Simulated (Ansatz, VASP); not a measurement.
Two plane-wave programs on Ir

```
Ir
1.0
     4.31125    0.00000    0.00000
    -2.15563    3.73365    0.00000
     0.00000    0.00000    4.75938
Ir
4
Direct
  0.00000 0.00000 0.25000
  0.00000 0.00000 0.75000
  0.33333 0.66667 0.75000
  0.66667 0.33333 0.25000
```

Alike in both runs: functional PBE; k mesh 6 × 6 × 2; occupations gaussian, width 0.1 eV; no spin polarisation.

Ansatz relaxed the structure, and its values are those at the end. VASP's run is a single point on that final structure, the one shown.

```csv
,VASP,Ansatz
version,VASP 6.6.1,Ansatz 0.2.0
potentials or method,"VASP PAW PBE potentials, release 64 (Ir), cutoff 520 eV","scalar-relativistic, plane waves, PAW"
valence electrons in the cell,36,68
```

|  | VASP | Ansatz | Ansatz less VASP |
| --- | --- | --- | --- |
| gap on the k mesh at the Fermi level (eV) | none | none | - |
| pressure (GPa) | 0.1 | 0.2 | +0.04 |

A gap of «none» marks a metal or a gap that the smearing closes. VASP's potentials hold 36 valence electrons a cell and Ansatz's 68, so a difference there can come from the potentials and not from the codes.

The k mesh is coarse, so the values compare programs but aren't converged. Spin-orbit coupling is off throughout.
